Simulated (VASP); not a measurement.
Runs of VASP 6.6.1 on Na3SF. The structure is that of space group R-3c (No. 167), or close to it. The cells are those of the table. 

| level | potentials or basis | cell | k mesh | smearing | gap on the mesh (eV) | pressure (GPa) |
| --- | --- | --- | --- | --- | --- | --- |
| LDA | VASP PAW LDA potentials, release 64 (Na_pv, S, F) | a = 6.251 Å, angles 61.8°, 10 atoms | 6 × 6 × 6 | gaussian 0.02 eV | 2.10 | -3.6 |
| PBE | VASP PAW PBE potentials, release 64 (Na_pv, S, F) | a = 6.251 Å, angles 61.8°, 10 atoms | 6 × 6 × 6 | gaussian 0.02 eV | 2.38 | 0.0 |
| PBE | VASP PAW PBE potentials, release 64 (Na_pv, S, F) | a = 6.251 Å, angles 61.8°, 10 atoms | 3 × 3 × 3 | gaussian 0.1 eV | (b) | 0.0 |
| PBE | VASP PAW PBE potentials, release 64 (Na_pv, S, F) | a = 6.521 Å, angles 60.0°, 10 atoms | 4 × 4 × 4 | gaussian 0.1 eV | (a) | -2.9 |

Alike in all rows: task single point; no spin polarisation; cutoff (eV) 520.

Fill in the values left out.

(a) 1.92; (b) 2.43.

A k mesh can miss the band edges.
